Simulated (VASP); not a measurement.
# Na (P1) in VASP: notebook

Na is run at these levels: PBE; tasks: single point.

Program: VASP 6.6.1. These are calculated values, not measurements. Logs are shortened: lines on timing, memory, paths and dates and some standing lists are left out, and cuts for length are marked.

## Step 1: The cell of the first run

The typed cell holds 16 atoms: a = 9.213 Å, b = 9.213 Å, c = 9.213 Å, α = 109.14°, β = 109.14°, γ = 110.14°.

## Step 2: Single point, PBE

Input file INCAR:

```
PREC = Accurate
ENCUT = 520
EDIFF = 1E-7
ISMEAR = -1
SIGMA = 0.05
LREAL = Auto
LASPH = T
NELM = 80
ALGO = Normal
ISIF = 2
LWAVE = F
LCHARG = F
GGA = PE
NBANDS = 70
```

Input file KPOINTS:

```
Automatic mesh
0
Gamma
  2 2 2
  0.5 0.5 0.5
```

Input file POSCAR:

```
Na
1.0
   -7.5531643200      0.0000000000      5.2745533600
    7.5531643200      0.0000000000      5.2745533600
    0.0000000000      7.5531643200     -5.2745533600
Na
16
Direct
   -0.0157996831      0.0063147570      0.0000512368
    0.7534297847      0.0113343181      0.2431933058
    0.4939041701     -0.0058659712      0.4801958287
    0.2304725066     -0.0120453207      0.7559079557
    0.7273581058      0.2600420446      0.0045032782
    0.4852169518      0.2537920912      0.2437017020
    0.2314453063      0.2483477586      0.5158624697
    0.0082607865      0.2664074278      0.7627707747
    0.5201893561      0.5368304610      0.0356645227
    0.2580242431      0.5170355551      0.2679455807
    0.0093901078      0.4889034411      0.5110534918
    0.2512653589      0.7598626616      0.0266949045
   -0.0012830543      0.7397099604      0.2348807632
    0.7211999934      0.4909047256      0.7505791957
    0.7705848290      0.7685290019      0.4974284738
    0.5117497399      0.7480876407      0.7482279957
```

Potentials or basis: VASP PAW PBE potentials, release 64 (Na_pv).

Started as:

```
$ cat potpaw_PBE.64/Na_pv/POTCAR > POTCAR
$ mpirun -np 1 vasp_std > vasp.out
```

OUTCAR:

```text
PREC = Accurate
   ENCUT = 520
   EDIFF = 1E-7
   ISMEAR = -1
   LREAL = Auto
   LASPH = T
   NELM = 80
   ISIF = 2
   GGA = PE

 ion  position               nearest neighbor table
   1  0.984  0.006  0.000-
   2  0.753  0.011  0.243-
   3  0.494  0.994  0.480-
   4  0.230  0.988  0.756-
   5  0.727  0.260  0.005-
   6  0.485  0.254  0.244-
[... 8 lines left out ...]
  15  0.771  0.769  0.497-
  16  0.512  0.748  0.748-

  LATTYP: Found a body centered tetragonal cell.
 ALAT       =    10.6817874202
 C/A-ratio  =     0.9875787923

  Lattice vectors:

 A1 = (  -7.5531643200,   0.0000000000,   5.2745533600)
 A2 = (   7.5531643200,   0.0000000000,   5.2745533600)
 A3 = (   0.0000000000,   7.5531643200,  -5.2745533600)

Analysis of symmetry for initial positions (statically):
=====================================================================
 Subroutine PRICEL returns:
 Original cell was already a primitive cell.

 Routine SETGRP: Setting up the symmetry group for a
 body centered tetragonal supercell.

 Subroutine GETGRP returns: Found  1 space group operations
 (whereof  1 operations were pure point group operations)
 out of a pool of 16 trial point group operations.

The static configuration has the point symmetry C_1 .

Analysis of symmetry for dynamics (positions and initial velocities):
=====================================================================
 Subroutine PRICEL returns:
 Original cell was already a primitive cell.

 Routine SETGRP: Setting up the symmetry group for a
 body centered tetragonal supercell.

 Subroutine GETGRP returns: Found  1 space group operations
 (whereof  1 operations were pure point group operations)
 out of a pool of 16 trial point group operations.

The dynamic configuration has the point symmetry C_1 .

 Subroutine INISYM returns: Found  1 space group operations
 (whereof  1 operations are pure point group operations),
 and found     1 'primitive' translations

----------------------------------------------------------------------------------------

                                     Primitive cell

  volume of cell :     601.8296

  direct lattice vectors                    reciprocal lattice vectors
    -7.553164320  0.000000000  5.274553360    -0.066197421  0.066197421  0.094794756
     7.553164320  0.000000000  5.274553360     0.066197421  0.066197421  0.094794756
     0.000000000  7.553164320 -5.274553360     0.000000000  0.132394842  0.000000000

  length of vectors
     9.212556887  9.212556887  9.212556887     0.133230038  0.133230038  0.132394842

  position of ions in fractional coordinates (direct lattice)
     0.984200317  0.006314757  0.000051237
     0.753429785  0.011334318  0.243193306
     0.493904170  0.994134029  0.480195829
     0.230472507  0.987954679  0.755907956
     0.727358106  0.260042045  0.004503278
     0.485216952  0.253792091  0.243701702
[... 8 lines left out ...]
     0.770584829  0.768529002  0.497428474
     0.511749740  0.748087641  0.748227996

  ion indices of the primitive-cell ions
   primitive index   ion index
                 1           1
                 2           2
                 3           3
                 4           4
                 5           5
                 6           6
[... 8 lines left out ...]
                15          15
                16          16

----------------------------------------------------------------------------------------

 KPOINTS: Automatic mesh

Automatic generation of k-mesh.
 Grid dimensions read from file:
 generate k-points for:    2    2    2

 Generating k-lattice:

  Cartesian coordinates                     Fractional coordinates (reciprocal lattice)
    -0.033098711  0.033098711  0.047397378     0.500000000  0.000000000 -0.000000000
     0.033098711  0.033098711  0.047397378     0.000000000  0.500000000 -0.000000000
     0.000000000  0.066197421  0.000000000     0.000000000  0.000000000  0.500000000

  Length of vectors
     0.066615019  0.066615019  0.066197421

  Shift w.r.t. Gamma in fractional coordinates (k-lattice)
     0.500000000  0.500000000  0.500000000

 Subroutine IBZKPT returns following result:
 ===========================================

 Found      4 irreducible k-points:

 Following reciprocal coordinates:
            Coordinates               Weight
  0.250000  0.250000  0.250000      2.000000
 -0.250000  0.250000  0.250000      2.000000
  0.250000 -0.250000  0.250000      2.000000
 -0.250000 -0.250000  0.250000      2.000000
   k-points           NKPTS =      4   k-points in BZ     NKDIM =      4   number of bands    NBANDS=     70
   number of dos      NEDOS =    301   number of ions     NIONS =     16
   total plane-waves  NPLWV = 343000
   dimension x,y,z NGX =    70 NGY =   70 NGZ =   70
   dimension x,y,z NGXF=   140 NGYF=  140 NGZF=  140
   ions per type =              16
   NGX,Y,Z   is equivalent  to a cutoff of  12.63, 12.63, 12.63 a.u.
   NGXF,Y,Z  is equivalent  to a cutoff of  25.26, 25.26, 25.26 a.u.
 SYSTEM =  unknown system
   PREC   = accura    normal or accurate (medium, high low for compatibility)
   ISTART =      0    job   : 0-new  1-cont  2-samecut
   ICHARG =      2    charge: 1-file 2-atom 10-const
   ISPIN  =      1    spin polarized calculation?
   LNONCOLLINEAR =      F non collinear calculations
   LSORBIT =      F    spin-orbit coupling
   LASPH  =      T    aspherical Exc in radial PAW
   ENCUT  =  520.0 eV  38.22 Ry    6.18 a.u.  17.13 17.13 17.13*2*pi/ulx,y,z
   NELM   =     80;   NELMIN=  2; NELMDL= -5     # of ELM steps
   EDIFF  = 0.1E-06   stopping-criterion for ELM
   LREAL  =      T    real-space projection
   EDIFFG = 0.1E-05   stopping-criterion for IOM
   NSW    =      0    number of steps for IOM
   IBRION =     -1    ionic relax: 0-MD 1-quasi-New 2-CG
   NFREE  =      0    steps in history (QN), initial steepest desc. (CG)
   ISIF   =      2    stress and relaxation
   ISYM   =      2    0-nonsym 1-usesym 2-fastsym
   POTIM  = 0.5000    time-step for ionic-motion
   TEBEG  =    0.0;   TEEND  =   0.0 temperature during run
   PSTRESS=    0.0 pullay stress
   NELECT =     112.0000    total number of electrons
   NUPDOWN=      -1.0000    fix difference up-down
   EMIN   =  10.00;   EMAX   =-10.00  energy-range for DOS
   EFERMI =   0.00;   METHOD = LEGACY
   ISMEAR =    -1;   SIGMA  =   0.05  broadening in eV -4-tet -1-fermi 0-gaus
   EFERMI_NEDOS =   21; number of points for ismear=-14 and -15
   IALGO  =     38    algorithm
   IMIX   =      4    mixing-type and parameters
     AMIX     =   0.40;   BMIX     =  1.00
     AMIX_MAG =   1.60;   BMIX_MAG =  1.00
  volume/ion in A,a.u.               =      37.61       253.83
  Fermi-wavevector in a.u.,A,eV,Ry     =   0.934666  1.766262 11.886050  0.873600
  Thomas-Fermi vector in A             =   2.061494
   LORBIT       =      0    0 simple, 1 ext, 2 COOP (PROOUT), +10 PAW based schemes
   GGA     = PE    functional components
   LHFCALC =     F    Hartree Fock is set to
   AEXX    =    0.0000 exact exchange contribution
   IVDW    =     0    specifies the selected vdW correction
   LEPSILON=     F    determine dielectric tensor
   LRPA    =     F    only Hartree local field effects (RPA)
 non-spin polarized calculation
  energy-cutoff  :      520.00
  volume of cell :      601.83
 maximum number of plane-waves:     16230
 NGX is ok and might be reduce to    70
   NGX = 35   NGY = 35   NGZ = 35

 number of electron     112.0000012 magnetization

 Free energy of the ion-electron system (eV)
  ---------------------------------------------------
  ext. energy  EPLUGINS =         0.00000000
  ---------------------------------------------------
  free energy    TOTEN  =       -20.26883202 eV

  energy without entropy =      -20.13371171  energy(sigma->0) =      -20.20127186

 E-fermi :   0.1504     XC(G=0):  -6.4606

 val. band max:        0.1205751854   @ k =  -0.2500  -0.2500   0.2500
 cond. band min:       0.5767690179   @ k =   0.2500   0.2500   0.2500
 fundamental gap:      0.4561938325
 Fermi energy:         0.1503697058

 k-point     1 :       0.2500    0.2500    0.2500
  band No.  band energies     occupation
      1     -24.6703      2.00000
      2     -24.6660      2.00000
      3     -24.6652      2.00000
      4     -24.6638      2.00000
      5     -24.6624      2.00000
      6     -24.6608      2.00000
[... 60 lines left out ...]
     67       3.1877      0.00000
     68       3.2264      0.00000

 k-point     2 :      -0.2500    0.2500    0.2500
  band No.  band energies     occupation
      1     -24.6705      2.00000
      2     -24.6662      2.00000
      3     -24.6656      2.00000
      4     -24.6644      2.00000
      5     -24.6625      2.00000
      6     -24.6611      2.00000
[... 60 lines left out ...]
     67       2.6405      0.00000
     68       2.6434      0.00000

 k-point     3 :       0.2500   -0.2500    0.2500
  band No.  band energies     occupation
      1     -24.6705      2.00000
      2     -24.6663      2.00000
      3     -24.6654      2.00000
      4     -24.6643      2.00000
      5     -24.6619      2.00000
      6     -24.6608      2.00000
[... 60 lines left out ...]
     67       2.6697      0.00000
     68       2.6783      0.00000

 k-point     4 :      -0.2500   -0.2500    0.2500
  band No.  band energies     occupation
      1     -24.6705      2.00000
      2     -24.6663      2.00000
      3     -24.6656      2.00000
      4     -24.6639      2.00000
      5     -24.6623      2.00000
      6     -24.6601      2.00000
[... 60 lines left out ...]
     67       2.7072      0.00000
     68       2.7198      0.00000
 [bands above 68 left out]

------------------------ aborting loop because EDIFF is reached ----------------------------------------

  FORCE on cell =-STRESS in cart. coord.  units (eV):
  Direction    XX          YY          ZZ          XY          YZ          ZX
  --------------------------------------------------------------------------------------
  -------------------------------------------------------------------------------------
  Total        0.2379120      0.3337651      0.0964192     -0.0447705     -0.0000866     -0.0711930
  in kB        0.6333639      0.8885419      0.2566849     -0.1191871     -0.0002305     -0.1895285
  external PRESSURE =       0.5928636 kB  Pullay stress =       0.0000000 kB

 VOLUME and BASIS-vectors are now :
 -----------------------------------------------------------------------------
  energy-cutoff  :      520.00
  volume of cell :      601.83
      direct lattice vectors                 reciprocal lattice vectors
    -7.553164320  0.000000000  5.274553360    -0.066197421  0.066197421  0.094794756
     7.553164320  0.000000000  5.274553360     0.066197421  0.066197421  0.094794756
     0.000000000  7.553164320 -5.274553360     0.000000000  0.132394842  0.000000000

 POSITION                                       TOTAL-FORCE (eV/Angst)
 -----------------------------------------------------------------------------------
     -7.38613      0.00039      5.22425        -0.055005      0.016809      0.046576
     -5.60517      1.83688      2.75105         0.046594      0.038956     -0.047305
      3.77832      3.62700      5.31592         0.008550      0.169061      0.009336
      5.72139      5.70950      2.43958        -0.064408      0.007678      0.110108
     -3.52971      0.03401      5.18434        -0.085412     -0.038403      0.020657
     -1.74799      1.84072      2.61252         0.000440      0.073640     -0.015083
[... 8 lines left out ...]
     -0.01553      3.75716      5.49443         0.020008      0.052853     -0.097084
      1.78510      5.65149      2.69851         0.119329     -0.006442     -0.026296
 -----------------------------------------------------------------------------------
    total drift:                               -0.000664     -0.000134      0.001813

  FREE ENERGIE OF THE ION-ELECTRON SYSTEM (eV)
  ---------------------------------------------------
  free  energy   TOTEN  =       -20.2688320233 eV

  energy  without entropy=      -20.1337117051  energy(sigma->0) =      -20.20127186
```

Wall time 3.1 min (1 thread of Intel Xeon Platinum 8488C (Sapphire Rapids), shared host); peak memory 0.66 GiB.

What came out:

```yaml
Free_energy: -20.2688 eV
Pressure: 0.1 GPa
Largest_force: 0.205 eV/Å
Band_gap_on_the_k_mesh: zero (bands 56 and 57 overlap by 0.58 eV)
```

Forces in eV/Å, atoms in the order of the input:
```
Na  -0.055  0.017  0.047
Na   0.047  0.039 -0.047
Na   0.009  0.169  0.009
Na  -0.064  0.008  0.110
Na  -0.085 -0.038  0.021
Na   0.000  0.074 -0.015
Na  -0.137 -0.027  0.054
Na   0.026  0.046 -0.096
Na   0.009 -0.156 -0.085
Na  -0.048 -0.026 -0.084
Na   0.165 -0.016  0.030
Na   0.009 -0.188  0.081
Na   0.054  0.097 -0.014
Na  -0.067 -0.044  0.114
Na   0.020  0.053 -0.097
Na   0.119 -0.006 -0.026
```

Caveat: the k points lie up to 0.42 Å⁻¹ apart, too coarse for converged energies and pressures of a metal; the atoms stand as in a frame of molecular dynamics.

## Step 3: Single point, PBE

Input file INCAR:

```
PREC = Accurate
ENCUT = 520
EDIFF = 1E-6
ISMEAR = -1
SIGMA = 0.05
LREAL = Auto
LASPH = True
NELM = 60
ALGO = Normal
ISIF = 2
LWAVE = False
LCHARG = False
GGA = PE
NBANDS = 70
```

KPOINTS is that of step 2.

Input file POSCAR:

```
Na
1.0
   -7.5531643200      0.0000000000      5.2745533600
    7.5531643200      0.0000000000      5.2745533600
    0.0000000000      7.5531643200     -5.2745533600
Na
16
Direct
   -0.0038047641      0.0192642428      0.0340993508
    0.7244387779      0.0107365768      0.2372486449
    0.5082188382      0.0092367110      0.4849121302
    0.2321516598     -0.0306718293      0.7431869296
    0.7155212451      0.2580405319     -0.0225437966
    0.5073417488      0.2707516358      0.2628662526
    0.2708124422      0.2630772735      0.5339113290
    0.0204148592      0.2811904649      0.7895347893
    0.5095774812      0.5573553376      0.0508792056
    0.2727248403      0.5256590966      0.3048117190
    0.0570446277      0.5230742082      0.5195719084
    0.2437344598      0.7927164261      0.0245305136
   -0.0109015513      0.7436486953      0.2334677130
    0.7182689386      0.4917313012      0.7539743290
    0.7849153273      0.7561694943      0.4951147415
    0.5233830579      0.7771318073      0.7566420851
```

Potentials or basis: VASP PAW PBE potentials, release 64 (Na_pv).

Started as:

```
$ cat potpaw_PBE.64/Na_pv/POTCAR > POTCAR
$ mpirun -np 1 vasp_std > vasp.out
```

It took 3.6 min on 1 thread of Intel Xeon Platinum 8488C (Sapphire Rapids), shared host; peak memory 0.66 GiB.

It converged, with:

* Free energy: -20.0668 eV
* Pressure: 0.2 GPa
* Largest force: 0.344 eV/Å
* Band gap on the k mesh: zero (bands 56 and 57 overlap by 0.57 eV)

Forces on the atoms (eV/Å):
```
Na   0.023 -0.048  0.127
Na  -0.059  0.139  0.134
Na  -0.038  0.115 -0.073
Na   0.103  0.099  0.204
Na  -0.065  0.118 -0.003
Na   0.055 -0.019  0.024
Na   0.018 -0.050 -0.135
Na   0.006 -0.052 -0.049
Na  -0.038 -0.205 -0.065
Na  -0.051 -0.242  0.095
Na   0.126 -0.022 -0.320
Na  -0.121 -0.140 -0.059
Na  -0.017  0.089 -0.012
Na  -0.048 -0.002  0.237
Na   0.135  0.145 -0.082
Na  -0.029  0.074 -0.023
```

Levels at points of the mesh, in eV from the Fermi level:
| k point | band 55 | band 56 | band 57 | band 58 | band 59 | band 60 | band 61 | band 62 |
| --- | --- | --- | --- | --- | --- | --- | --- | --- |
| (0.25, 0.25, 0.25) | 0.43 | 0.47 | 0.49 | 0.52 | 0.54 | 0.56 | 0.60 | 0.63 |

Caveat: the k points lie up to 0.42 Å⁻¹ apart, too coarse for converged energies and pressures of a metal; the atoms stand as in a frame of molecular dynamics.

The gap in the log of VASP goes by the Fermi energy; the results here count the filled bands.